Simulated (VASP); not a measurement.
# Si (P6_3/mmc) in VASP: vibrations by perturbation theory with PBEsol

Aim: the vibrations by perturbation theory of Si with PBEsol.

Everything below comes from runs of VASP 6.6.1. Logs are shortened: lines on timing, memory, paths and dates and some standing lists are left out, and cuts for length are marked.

## 1. The cell of the first run

The structure is hexagonal, space group P6_3/mmc (No. 194). The conventional cell has a = 3.799 Å, b = 3.799 Å, c = 6.281 Å, α = 90.00°, β = 90.00°, γ = 120.00°. Si (site symmetry 3m) has 4 Si at 2.33 to 2.35 Å within 3.1 Å.

This isn't the form of Si at room conditions, which is diamond.

## 2. Vibrations by perturbation theory, PBEsol (19.63 Å³/atom)

Contents of INCAR:

```
PREC = Accurate
ENCUT = 520
EDIFF = 1E-8
ISMEAR = 0
SIGMA = 0.01
LREAL = False
LASPH = True
NELM = 60
ALGO = Normal
ISIF = 2
LWAVE = False
LCHARG = False
GGA = PS
IBRION = 8
NSW = 1
```

Contents of KPOINTS:

```
regular mesh
0
Gamma
  10 10 6
```

Contents of POSCAR:

```
Si
1.0
    3.7992551942      0.0000000000      0.0000000000
   -1.8996275971      3.2902515136      0.0000000000
    0.0000000000      0.0000000000      6.2810052775
Si
4
Direct
    0.3333333333      0.6666666667      0.0630340572
    0.6666666667      0.3333333333      0.5630340572
    0.3333333333      0.6666666667      0.4369659428
    0.6666666667      0.3333333333      0.9369659428
```

Potentials or basis: VASP PAW PBE potentials, release 64 (Si).

The run is started by

```
$ cat potpaw_PBE.64/Si/POTCAR > POTCAR
$ mpirun -np 1 vasp_std > vasp.out
```

OUTCAR:

```text
PREC = Accurate
   ENCUT = 520
   EDIFF = 1E-8
   ISMEAR = 0
   LREAL = False
   LASPH = True
   NELM = 60
   ISIF = 2
   GGA = PS
   IBRION = 8
   NSW = 1

 ion  position               nearest neighbor table
   1  0.333  0.667  0.063-   4 2.33   4 2.33   4 2.33   3 2.35
   2  0.667  0.333  0.563-   3 2.33   3 2.33   3 2.33   4 2.35
   3  0.333  0.667  0.437-   2 2.33   2 2.33   2 2.33   1 2.35
   4  0.667  0.333  0.937-   1 2.33   1 2.33   1 2.33   2 2.35

  LATTYP: Found a hexagonal cell.
 ALAT       =     3.7992551942
 C/A-ratio  =     1.6532201593

  Lattice vectors:

 A1 = (   3.7992551942,   0.0000000000,   0.0000000000)
 A2 = (  -1.8996275971,   3.2902515136,   0.0000000000)
 A3 = (   0.0000000000,   0.0000000000,   6.2810052775)

Analysis of symmetry for initial positions (statically):
=====================================================================
 Subroutine PRICEL returns:
 Original cell was already a primitive cell.

 Routine SETGRP: Setting up the symmetry group for a
 hexagonal supercell.

 Subroutine GETGRP returns: Found 24 space group operations
 (whereof 12 operations were pure point group operations)
 out of a pool of 24 trial point group operations.

The static configuration has the point symmetry D_3d.
 The point group associated with its full space group is D_6h.

Analysis of symmetry for dynamics (positions and initial velocities):
=====================================================================
 Subroutine PRICEL returns:
 Original cell was already a primitive cell.

 Routine SETGRP: Setting up the symmetry group for a
 hexagonal supercell.

 Subroutine GETGRP returns: Found 24 space group operations
 (whereof 12 operations were pure point group operations)
 out of a pool of 24 trial point group operations.

The dynamic configuration has the point symmetry D_3d.
 The point group associated with its full space group is D_6h.

 Subroutine INISYM returns: Found 24 space group operations
 (whereof 12 operations are pure point group operations),
 and found     1 'primitive' translations

----------------------------------------------------------------------------------------

                                     Primitive cell

  volume of cell :      78.5157

  direct lattice vectors                    reciprocal lattice vectors
     3.799255194  0.000000000  0.000000000     0.263209484  0.151964067  0.000000000
    -1.899627597  3.290251514  0.000000000     0.000000000  0.303928133  0.000000000
     0.000000000  0.000000000  6.281005278     0.000000000  0.000000000  0.159210183

  length of vectors
     3.799255194  3.799255194  6.281005278     0.303928133  0.303928133  0.159210183

  position of ions in fractional coordinates (direct lattice)
     0.333333333  0.666666667  0.063034057
     0.666666667  0.333333333  0.563034057
     0.333333333  0.666666667  0.436965943
     0.666666667  0.333333333  0.936965943

  ion indices of the primitive-cell ions
   primitive index   ion index
                 1           1
                 2           2
                 3           3
[... 484 lines left out ...]
      8       4.0726      2.00000
      9       7.4427      0.00000
     10       8.0978      0.00000
     11       9.1785      0.00000
     12       9.4128      0.00000

 [... further k-points ...]
[... 5 lines left out ...]
  --------------------------------------------------------------------------------------
  -------------------------------------------------------------------------------------
  Total        1.0178560      1.0178560      1.0633735      0.0000000      0.0000000      0.0000000
  in kB       20.7701781     20.7701781     21.6989987      0.0000000      0.0000000      0.0000000
  external PRESSURE =      21.0797850 kB  Pullay stress =       0.0000000 kB

 VOLUME and BASIS-vectors are now :
 -----------------------------------------------------------------------------
  energy-cutoff  :      520.00
  volume of cell :       78.52
      direct lattice vectors                 reciprocal lattice vectors
     3.799255194  0.000000000  0.000000000     0.263209484  0.151964067  0.000000000
    -1.899627597  3.290251514  0.000000000     0.000000000  0.303928133  0.000000000
     0.000000000  0.000000000  6.281005278     0.000000000  0.000000000  0.159210183

 POSITION                                       TOTAL-FORCE (eV/Angst)
 -----------------------------------------------------------------------------------
     -0.00000      2.19350      0.39592        -0.000000      0.000000      0.002184
      1.89963      1.09675      3.53642         0.000000     -0.000000      0.002184
     -0.00000      2.19350      2.74459        -0.000000      0.000000     -0.002184
      1.89963      1.09675      5.88509         0.000000     -0.000000     -0.002184
 -----------------------------------------------------------------------------------
    total drift:                               -0.000000      0.000000     -0.000000

  FREE ENERGIE OF THE ION-ELECTRON SYSTEM (eV)
  ---------------------------------------------------
  free  energy   TOTEN  =       -22.9368079301 eV

  energy  without entropy=      -22.9368079301  energy(sigma->0) =      -22.93680793

[... ionic steps 2 to 3 ...]

--------------------------------------- Ionic step        4  -------------------------------------------

------------------------ aborting loop because EDIFF is reached ----------------------------------------

[... ionic steps 5 to 5 ...]

--------------------------------------- Ionic step        6  -------------------------------------------

 Free energy of the ion-electron system (eV)
  ---------------------------------------------------
  ---------------------------------------------------
  free energy    TOTEN  =        -0.02485961 eV

  energy without entropy =       -0.02485961

------------------------ aborting loop because EDIFF is reached ----------------------------------------

 INTERNAL STRAIN TENSOR  FOR ION    1  DIRECTION 3   (eV/Angst):
 -----------------------------------------------------------------------------
    -6.45325  0.00000  0.00000
     0.00000 -6.45325  0.00000
     0.00000  0.00000 11.61077

 INTERNAL STRAIN TENSOR FOR ION    4 for displacements in x,y,z  (eV/Angst):
          X           Y           Z          XY          YZ          ZX
  --------------------------------------------------------------------------------
  x     0.00000     0.00000     0.00000     8.73404     0.00000     7.33293
  y     8.73404    -8.73404     0.00000     0.00000     6.92102     0.00000
  z     6.45325     6.45325   -11.61077    -0.00000    -0.00000     0.00000

 SECOND DERIVATIVES (NOT SYMMETRIZED)
 ------------------------------------
               1X          1Y          1Z          2X          2Y          2Z          3X          3Y          3Z          4X          4Y          4Z
  1X   -13.506056    0.000000    0.000000   -0.160937    0.000000    0.000000    0.563170    0.000000    0.000000   13.103824    0.000000    0.000000
  1Y     0.000000  -13.506056    0.000000    0.000000   -0.160937    0.000000    0.000000    0.563170    0.000000    0.000000   13.103824    0.000000
  1Z     0.000000   -0.000000  -15.077044    0.000000    0.000000    1.427915   -0.000000    0.000000    7.937164    0.000000    0.000000    5.711964
  2X    -0.160937    0.000000   -0.000000  -13.506056    0.000000    0.000000   13.103824    0.000000   -0.000000    0.563170    0.000000   -0.000000
  2Y     0.000000   -0.160937    0.000000    0.000000  -13.506056    0.000000    0.000000   13.103824   -0.000000    0.000000    0.563170    0.000000
  2Z     0.000000   -0.000000    1.427915    0.000000    0.000000  -15.077044    0.000000    0.000000    5.711964    0.000000    0.000000    7.937164
  3X     0.563170    0.000000   -0.000000   13.103824    0.000000   -0.000000  -13.506056    0.000000    0.000000   -0.160937    0.000000   -0.000000
  3Y     0.000000    0.563170    0.000000    0.000000   13.103824   -0.000000    0.000000  -13.506056    0.000000    0.000000   -0.160937    0.000000
  3Z     0.000000    0.000000    7.937164    0.000000    0.000000    5.711964    0.000000    0.000000  -15.077044    0.000000   -0.000000    1.427915
  4X    13.103824    0.000000    0.000000    0.563170    0.000000    0.000000   -0.160937    0.000000    0.000000  -13.506056    0.000000    0.000000
  4Y     0.000000   13.103824    0.000000    0.000000    0.563170    0.000000    0.000000   -0.160937    0.000000    0.000000  -13.506056    0.000000
  4Z     0.000000    0.000000    5.711964   -0.000000    0.000000    7.937164    0.000000    0.000000    1.427915    0.000000   -0.000000  -15.077044

 Eigenvectors and eigenvalues of the dynamical matrix
 ----------------------------------------------------

   1 f  =   15.422863 THz    96.904707 2PiTHz  514.451339 cm-1    63.783808 meV
             X         Y         Z           dx          dy          dz
     -0.000000  2.193501  0.395917     0.500000   -0.000002   -0.000000
      1.899628  1.096751  3.536420     0.500000   -0.000002   -0.000000
     -0.000000  2.193501  2.744585    -0.500000    0.000002    0.000000
      1.899628  1.096751  5.885088    -0.500000    0.000002    0.000000
[... 57 lines left out ...]
  10 f  =    0.000000 THz     0.000001 2PiTHz    0.000008 cm-1     0.000001 meV
             X         Y         Z           dx          dy          dz
     -0.000000  2.193501  0.395917    -0.391863   -0.305281   -0.056981
      1.899628  1.096751  3.536420    -0.391863   -0.305281   -0.056981
     -0.000000  2.193501  2.744585    -0.391863   -0.305281   -0.056981
      1.899628  1.096751  5.885088    -0.391863   -0.305281   -0.056981

  11 f/i=    0.000000 THz     0.000001 2PiTHz    0.000004 cm-1     0.000000 meV
             X         Y         Z           dx          dy          dz
     -0.000000  2.193501  0.395917     0.307771   -0.394012   -0.005608
      1.899628  1.096751  3.536420     0.307771   -0.394012   -0.005608
     -0.000000  2.193501  2.744585     0.307771   -0.394012   -0.005608
      1.899628  1.096751  5.885088     0.307771   -0.394012   -0.005608

  12 f/i=    0.000000 THz     0.000002 2PiTHz    0.000012 cm-1     0.000002 meV
             X         Y         Z           dx          dy          dz
     -0.000000  2.193501  0.395917    -0.041478   -0.039469    0.496711
      1.899628  1.096751  3.536420    -0.041478   -0.039469    0.496711
     -0.000000  2.193501  2.744585    -0.041478   -0.039469    0.496711
      1.899628  1.096751  5.885088    -0.041478   -0.039469    0.496711

--------------------------------------------------------------------------------------------------------

 ELASTIC MODULI CONTR FROM IONIC RELAXATION (kBar)
 Direction    XX          YY          ZZ          XY          YZ          ZX
 --------------------------------------------------------------------------------
 XX        -365.0567    116.0183    224.0364      0.0000     -0.0000     -0.0000
 YY         116.0183   -365.0567    224.0364     -0.0000      0.0000      0.0000
 ZZ         224.0364    224.0364   -403.0890      0.0000     -0.0000      0.0000
 XY           0.0000     -0.0000      0.0000   -240.5375     -0.0000      0.0000
 YZ          -0.0000      0.0000     -0.0000     -0.0000   -143.0377      0.0000
 ZX          -0.0000      0.0000      0.0000      0.0000      0.0000   -160.5707
 --------------------------------------------------------------------------------
```

It took 2.9 min on 1 thread of Intel Xeon 6975P-C (Granite Rapids), shared host; peak memory 0.61 GiB.

Results:

| Item | Value |
| --- | --- |
| Highest phonon frequency at Γ | 514 cm⁻¹ |

Phonon frequencies in cm⁻¹ (negative: imaginary):
```csv
q point,frequencies
"(0.000, 0.000, 0.000)",0 0 0 88 88 372 426 501 501 514 514 514
```

Caveat: the cell stands under pressure or tension, which shifts response properties; the PAW data sets were made with another functional, which shifts forces and pressure a little.
